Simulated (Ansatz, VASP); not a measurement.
**ZnS in VASP and in Ansatz**

```xyz
4
Lattice="3.6173 0.0000 0.0000 -1.8087 3.1327 0.0000 0.0000 0.0000 5.9710" Properties=species:S:1:pos:R:3 pbc="T T T"
Zn    0.0000    2.0885    0.0381
Zn    1.8087    1.0442    3.0236
S     0.0000    2.0885    2.2607
S     1.8087    1.0442    5.2463
```

Alike in both runs: task single point; functional LDA; k mesh 6 × 6 × 4; no spin polarisation.

|  | VASP | Ansatz |
| --- | --- | --- |
| version | VASP 6.6.1 | Ansatz 0.2.0 |
| potentials or method | VASP PAW LDA potentials, release 64 (Zn, S), cutoff 520 eV | all-electron LAPW, scalar-relativistic |
| occupations | gaussian, width 0.01 eV | fixed |

```csv
,VASP,Ansatz,Ansatz less VASP
gap on the k mesh at the Fermi level (eV),2.66,2.62,-0.040
pressure (GPa),10.4,10.0,-0.38
```

LDA's correlation is that of Perdew and Zunger in VASP and of Perdew and Wang (1992) in Ansatz. Ansatz ran all-electron here, and VASP with PAW potentials.
